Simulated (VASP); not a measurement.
LaSiIr, 12 atoms in the cell. The cell holds a disordered packing, 12 atoms: a = 7.155 Å, b = 6.108 Å, c = 6.265 Å, α = 99.04°, β = 77.50°, γ = 103.77°. 

- Program: VASP 6.6.1
- Task: single point
- Functional: r2SCAN
- Potentials or basis: VASP PAW PBE potentials, release 64 (La, Ir, Si)
- Cutoff: 520 eV
- k mesh: 3 × 3 × 3, shifted
- Occupations: methfessel-paxton, width 0.0254 eV
- Spin: no spin polarisation
- Dipole correction: no
- Further INCAR settings: ALGO = Normal; EDIFF = 1e-07; NBANDS = 60

Potentials or basis: VASP PAW PBE potentials, release 64 (La, Ir, Si).

Run with:

```sh
$ cat potpaw_PBE.64/La/POTCAR potpaw_PBE.64/Ir/POTCAR potpaw_PBE.64/Si/POTCAR > POTCAR
$ cp INCAR.step1 INCAR
$ mpirun -np 1 vasp_std > vasp.out
$ cp INCAR.step2 INCAR
$ mpirun -np 1 vasp_std > vasp.out
```

Hardware: 1 thread of Intel(R) Xeon(R) Platinum 8259CL CPU @ 2.50GHz (Skylake/Cascade Lake) (shared host).

Task: How long does it take, and how much memory?

Result: Run time: 32 min on 1 thread of Intel(R) Xeon(R) Platinum 8259CL CPU @ 2.50GHz (Skylake/Cascade Lake), with other jobs on the host, peak memory 0.49 GiB. Counts: k points 14.
